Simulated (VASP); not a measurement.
# Pt (Pm-3m) in VASP: single point with PBEsol+D4

Aim: the single point of Pt with PBEsol+D4.

Program: VASP 6.6.1. These are calculated values, not measurements. Logs are shortened: lines on timing, memory, paths and dates and some standing lists are left out, and cuts for length are marked.

## 1. The cell of the first run

Symmetry: Pm-3m, No. 221, cubic system. The conventional cell has a = 5.778 Å, b = 5.778 Å, c = 5.778 Å, α = 90.00°, β = 90.00°, γ = 90.00°.

## 2. Single point, PBEsol+D4

INCAR reads:

```
SYSTEM = Pt
PREC = Accurate
ENCUT = 520
EDIFF = 1E-7
ISMEAR = -1
SIGMA = 0.1
LREAL = .FALSE.
LASPH = .TRUE.
NELM = 60
ALGO = Normal
ISIF = 2
LWAVE = .FALSE.
LCHARG = .FALSE.
GGA = PS
IVDW = 13
NBANDS = 11
```

KPOINTS reads:

```
regular mesh
0
G
  4 4 4
  0 0 0
```

POSCAR reads:

```
Pt
1.0
    5.7776530000      0.0000000000      0.0000000000
    0.0000000000      5.7776530000      0.0000000000
    0.0000000000      0.0000000000      5.7776530000
Pt
1
Direct
    0.5000000000      0.5000000000      0.5000000000
```

Potentials or basis: VASP PAW PBE potentials, release 64 (Pt).

Run with:

```console
$ cat potpaw_PBE.64/Pt/POTCAR > POTCAR
$ mpirun -np 1 vasp_std > vasp.out
```

OUTCAR:

```text
SYSTEM = Pt
   PREC = Accurate
   ENCUT = 520
   EDIFF = 1E-7
   ISMEAR = -1
   LREAL = .FALSE.
   LASPH = .TRUE.
   NELM = 60
   ISIF = 2
   GGA = PS
   IVDW = 13

 ion  position               nearest neighbor table
   1  0.500  0.500  0.500-

  LATTYP: Found a simple cubic cell.
 ALAT       =     5.7776530000

  Lattice vectors:

 A1 = (   5.7776530000,   0.0000000000,   0.0000000000)
 A2 = (   0.0000000000,   5.7776530000,   0.0000000000)
 A3 = (   0.0000000000,   0.0000000000,   5.7776530000)

Analysis of symmetry for initial positions (statically):
=====================================================================
 Subroutine PRICEL returns:
 Original cell was already a primitive cell.

 Routine SETGRP: Setting up the symmetry group for a
 simple cubic supercell.

 Subroutine GETGRP returns: Found 48 space group operations
 (whereof 48 operations were pure point group operations)
 out of a pool of 48 trial point group operations.

The static configuration has the point symmetry O_h .

Analysis of symmetry for dynamics (positions and initial velocities):
=====================================================================
 Subroutine PRICEL returns:
 Original cell was already a primitive cell.

 Routine SETGRP: Setting up the symmetry group for a
 simple cubic supercell.

 Subroutine GETGRP returns: Found 48 space group operations
 (whereof 48 operations were pure point group operations)
 out of a pool of 48 trial point group operations.

The dynamic configuration has the point symmetry O_h .

 Subroutine INISYM returns: Found 48 space group operations
 (whereof 48 operations are pure point group operations),
 and found     1 'primitive' translations

----------------------------------------------------------------------------------------

                                     Primitive cell

  volume of cell :     192.8654

  direct lattice vectors                    reciprocal lattice vectors
     5.777653000  0.000000000  0.000000000     0.173080661  0.000000000  0.000000000
     0.000000000  5.777653000  0.000000000     0.000000000  0.173080661  0.000000000
     0.000000000  0.000000000  5.777653000     0.000000000  0.000000000  0.173080661

  length of vectors
     5.777653000  5.777653000  5.777653000     0.173080661  0.173080661  0.173080661

  position of ions in fractional coordinates (direct lattice)
     0.500000000  0.500000000  0.500000000

  ion indices of the primitive-cell ions
   primitive index   ion index
                 1           1

----------------------------------------------------------------------------------------

 KPOINTS: regular mesh

Automatic generation of k-mesh.
 Grid dimensions read from file:
 generate k-points for:    4    4    4

 Generating k-lattice:

  Cartesian coordinates                     Fractional coordinates (reciprocal lattice)
     0.043270165  0.000000000  0.000000000     0.250000000  0.000000000  0.000000000
     0.000000000  0.043270165  0.000000000     0.000000000  0.250000000  0.000000000
     0.000000000  0.000000000  0.043270165     0.000000000  0.000000000  0.250000000

  Length of vectors
     0.043270165  0.043270165  0.043270165

  Shift w.r.t. Gamma in fractional coordinates (k-lattice)
     0.000000000  0.000000000  0.000000000

 Subroutine IBZKPT returns following result:
 ===========================================

 Found     10 irreducible k-points:

 Following reciprocal coordinates:
            Coordinates               Weight
  0.000000  0.000000  0.000000      1.000000
  0.250000  0.000000  0.000000      6.000000
  0.500000  0.000000  0.000000      3.000000
  0.250000  0.250000  0.000000     12.000000
  0.500000  0.250000  0.000000     12.000000
  0.500000  0.500000  0.000000      3.000000
  0.250000  0.250000  0.250000      8.000000
  0.500000  0.250000  0.250000     12.000000
  0.500000  0.500000  0.250000      6.000000
  0.500000  0.500000  0.500000      1.000000
   k-points           NKPTS =     10   k-points in BZ     NKDIM =     10   number of bands    NBANDS=     11
   number of dos      NEDOS =    301   number of ions     NIONS =      1
   total plane-waves  NPLWV = 110592
   dimension x,y,z NGX =    48 NGY =   48 NGZ =   48
   dimension x,y,z NGXF=    96 NGYF=   96 NGZF=   96
   ions per type =               1
   NGX,Y,Z   is equivalent  to a cutoff of  13.81, 13.81, 13.81 a.u.
   NGXF,Y,Z  is equivalent  to a cutoff of  27.62, 27.62, 27.62 a.u.
 SYSTEM =  Pt
   PREC   = accura    normal or accurate (medium, high low for compatibility)
   ISTART =      0    job   : 0-new  1-cont  2-samecut
   ICHARG =      2    charge: 1-file 2-atom 10-const
   ISPIN  =      1    spin polarized calculation?
   LNONCOLLINEAR =      F non collinear calculations
   LSORBIT =      F    spin-orbit coupling
   LASPH  =      T    aspherical Exc in radial PAW
   ENCUT  =  520.0 eV  38.22 Ry    6.18 a.u.  10.74 10.74 10.74*2*pi/ulx,y,z
   NELM   =     60;   NELMIN=  2; NELMDL= -5     # of ELM steps
   EDIFF  = 0.1E-06   stopping-criterion for ELM
   LREAL  =      F    real-space projection
   EDIFFG = 0.1E-05   stopping-criterion for IOM
   NSW    =      0    number of steps for IOM
   IBRION =     -1    ionic relax: 0-MD 1-quasi-New 2-CG
   NFREE  =      0    steps in history (QN), initial steepest desc. (CG)
   ISIF   =      2    stress and relaxation
   ISYM   =      2    0-nonsym 1-usesym 2-fastsym
   POTIM  = 0.5000    time-step for ionic-motion
   TEBEG  =    0.0;   TEEND  =   0.0 temperature during run
   PSTRESS=    0.0 pullay stress
   NELECT =      10.0000    total number of electrons
   NUPDOWN=      -1.0000    fix difference up-down
   EMIN   =  10.00;   EMAX   =-10.00  energy-range for DOS
   EFERMI =   0.00;   METHOD = LEGACY
   ISMEAR =    -1;   SIGMA  =   0.10  broadening in eV -4-tet -1-fermi 0-gaus
   EFERMI_NEDOS =   21; number of points for ismear=-14 and -15
   IALGO  =     38    algorithm
   IMIX   =      4    mixing-type and parameters
     AMIX     =   0.40;   BMIX     =  1.00
     AMIX_MAG =   1.60;   BMIX_MAG =  1.00
  volume/ion in A,a.u.               =     192.87      1301.52
  Fermi-wavevector in a.u.,A,eV,Ry     =   0.610459  1.153601  5.070355  0.372661
  Thomas-Fermi vector in A             =   1.666028
   LORBIT       =      0    0 simple, 1 ext, 2 COOP (PROOUT), +10 PAW based schemes
   GGA     = PS    functional components
   LHFCALC =     F    Hartree Fock is set to
   AEXX    =    0.0000 exact exchange contribution
   IVDW    =    13    specifies the selected vdW correction
   LEPSILON=     F    determine dielectric tensor
   LRPA    =     F    only Hartree local field effects (RPA)
 non-spin polarized calculation
  energy-cutoff  :      520.00
  volume of cell :      192.87
 maximum number of plane-waves:      5232
 NGX is ok and might be reduce to    48
   NGX = 21   NGY = 21   NGZ = 21

 number of electron      10.0000001 magnetization

 Free energy of the ion-electron system (eV)
  ---------------------------------------------------
  ext. energy  EPLUGINS =         0.00000000
  ---------------------------------------------------
  free energy    TOTEN  =        -0.54257220 eV

  energy without entropy =       -0.15658703  energy(sigma->0) =       -0.34957961

 E-fermi :  -4.3556     XC(G=0):  -3.0618

 val. band max:       -4.3567476513   @ k =   0.5000   0.0000   0.0000
 cond. band min:      -4.3164790858   @ k =   0.2500   0.2500   0.2500
 fundamental gap:      0.0402685655
 Fermi energy:        -4.3555720435

 k-point     1 :       0.0000    0.0000    0.0000
  band No.  band energies     occupation
      1      -4.6362      1.88604
      2      -4.6362      1.88604
      3      -4.5870      1.82015
      4      -4.5870      1.82015
      5      -4.5870      1.82015
      6      -4.5819      1.81163
      7       1.4968      0.00000
      8       1.4968      0.00000
      9       1.4968      0.00000
     10       1.6058      0.00000
     11       3.8476      0.00000

 k-point     2 :       0.2500    0.0000    0.0000
  band No.  band energies     occupation
      1      -4.6350      1.88469
      2      -4.6265      1.87517
      3      -4.5936      1.83064
      4      -4.5936      1.83064
      5      -4.5865      1.81924
      6      -4.4790      1.54900
      7       0.2077      0.00000
      8       1.6416      0.00000
      9       1.6416      0.00000
     10       2.4144      0.00000
     11       4.0922      0.00000

 k-point     3 :       0.5000    0.0000    0.0000
  band No.  band energies     occupation
      1      -4.6337      1.88333
      2      -4.6216      1.86923
      3      -4.6001      1.84049
      4      -4.6001      1.84049
      5      -4.5859      1.81833
      6      -4.3567      1.00588
      7      -0.4186      0.00000
      8       1.8126      0.00000
      9       1.8126      0.00000
     10       2.9050      0.00000
     11       3.9994      0.00000

 k-point     4 :       0.2500    0.2500    0.0000
  band No.  band energies     occupation
      1      -4.6305      1.87975
      2      -4.6050      1.84742
      3      -4.6016      1.84258
      4      -4.5931      1.82981
      5      -4.5928      1.82937
      6      -4.3951      1.19516
      7       0.2664      0.00000
      8       0.6030      0.00000
      9       1.7802      0.00000
     10       3.1484      0.00000
     11       3.7188      0.00000

 k-point     5 :       0.5000    0.2500    0.0000
  band No.  band energies     occupation
      1      -4.6286      1.87761
      2      -4.6093      1.85345
      3      -4.5994      1.83935
      4      -4.5927      1.82917
      5      -4.5923      1.82856
      6      -4.2864      0.66720
      7      -0.2154      0.00000
      8       0.6963      0.00000
      9       1.9416      0.00000
     10       2.8799      0.00000
     11       3.7549      0.00000

 k-point     6 :       0.5000    0.5000    0.0000
  band No.  band energies     occupation
      1      -4.6266      1.87524
      2      -4.6184      1.86526
      3      -4.5986      1.83819
      4      -4.5986      1.83819
      5      -4.5712      1.79249
      6      -4.1937      0.33088
      7       0.0650      0.00000
      8       0.0650      0.00000
      9       2.0887      0.00000
     10       2.0998      0.00000
     11       4.3561      0.00000

 k-point     7 :       0.2500    0.2500    0.2500
  band No.  band energies     occupation
      1      -4.6043      1.84646
      2      -4.6043      1.84646
      3      -4.6013      1.84215
      4      -4.6001      1.84048
      5      -4.6001      1.84048
      6      -4.3165      0.80699
      7       0.3606      0.00000
      8       0.7771      0.00000
      9       0.7771      0.00000
     10       3.3859      0.00000
     11       4.2260      0.00000

 k-point     8 :       0.5000    0.2500    0.2500
  band No.  band energies     occupation
      1      -4.6086      1.85249
      2      -4.6079      1.85147
      3      -4.6031      1.84483
      4      -4.5999      1.84011
      5      -4.5868      1.81972
      6      -4.2166      0.39898
      7      -0.0193      0.00000
      8       0.7644      0.00000
      9       0.9991      0.00000
     10       2.9100      0.00000
     11       3.5157      0.00000

 k-point     9 :       0.5000    0.5000    0.2500
  band No.  band energies     occupation
      1      -4.6170      1.86357
      2      -4.6072      1.85052
      3      -4.6072      1.85052
      4      -4.5956      1.83363
      5      -4.5708      1.79172
      6      -4.1284      0.18694
      7       0.2455      0.00000
      8       0.2455      0.00000
      9       1.0973      0.00000
     10       2.3620      0.00000
     11       3.7465      0.00000

 k-point    10 :       0.5000    0.5000    0.5000
  band No.  band energies     occupation
      1      -4.6157      1.86188
      2      -4.6157      1.86188
      3      -4.6157      1.86188
      4      -4.5704      1.79097
      5      -4.5704      1.79097
      6      -4.0472      0.08760
      7       0.4772      0.00000
      8       0.4772      0.00000
      9       0.4772      0.00000
     10       2.9923      0.00000
     11       2.9923      0.00000

------------------------ aborting loop because EDIFF is reached ----------------------------------------

  DFT-D4 for vdW energy calculation

  Edisp (eV):   -0.03521

  FORCE on cell =-STRESS in cart. coord.  units (eV):
  Direction    XX          YY          ZZ          XY          YZ          ZX
  --------------------------------------------------------------------------------------
  -------------------------------------------------------------------------------------
  Total      -0.24149    -0.24149    -0.24149     0.00000     0.00000    -0.00000
  in kB      -2.00613    -2.00613    -2.00613     0.00000     0.00000    -0.00000
  external pressure =       -2.01 kB  Pullay stress =        0.00 kB

 VOLUME and BASIS-vectors are now :
 -----------------------------------------------------------------------------
  energy-cutoff  :      520.00
  volume of cell :      192.87
      direct lattice vectors                 reciprocal lattice vectors
     5.777653000  0.000000000  0.000000000     0.173080661  0.000000000  0.000000000
     0.000000000  5.777653000  0.000000000     0.000000000  0.173080661  0.000000000
     0.000000000  0.000000000  5.777653000     0.000000000  0.000000000  0.173080661

 POSITION                                       TOTAL-FORCE (eV/Angst)
 -----------------------------------------------------------------------------------
      2.88883      2.88883      2.88883         0.000000      0.000000      0.000000
 -----------------------------------------------------------------------------------
    total drift:                                0.000000     -0.000000     -0.000000

  FREE ENERGIE OF THE ION-ELECTRON SYSTEM (eV)
  ---------------------------------------------------
  free  energy   TOTEN  =        -0.5777870311 eV

  energy  without entropy=       -0.1918018623  energy(sigma->0) =       -0.38479445
```

Wall time 18 s (1 thread of Intel Xeon Platinum 8488C (Sapphire Rapids), shared host); peak memory 0.31 GiB.

Results:

```
Free energy                : -0.5778 eV
Pressure                   : -0.2 GPa
Band gap on the k mesh     : zero (band 5 reaches -4.57 eV, above the bottom of band 6 at -4.58 eV)
Dispersion energy per atom : -0.035 eV
```

Levels at points of the mesh, in eV from the Fermi level:
```tsv
k point	band 2	band 3	band 4	band 5	band 6	band 7	band 8	band 9
(0.00, 0.00, 0.00)	-0.28	-0.23	-0.23	-0.23	-0.23	5.85	5.85	5.85
(0.50, 0.00, 0.00)	-0.27	-0.24	-0.24	-0.23	0.00	3.94	6.17	6.17
(0.50, 0.50, 0.00)	-0.26	-0.24	-0.24	-0.22	0.16	4.42	4.42	6.44
(0.50, 0.50, 0.50)	-0.26	-0.26	-0.21	-0.21	0.31	4.83	4.83	4.83
```

Caveat: the PAW data sets were made with another functional, which shifts forces and pressure a little; spin-orbit coupling is left out, which moves the levels of the heavy elements; pairwise dispersion overbinds metals, which lowers pressure and volume.
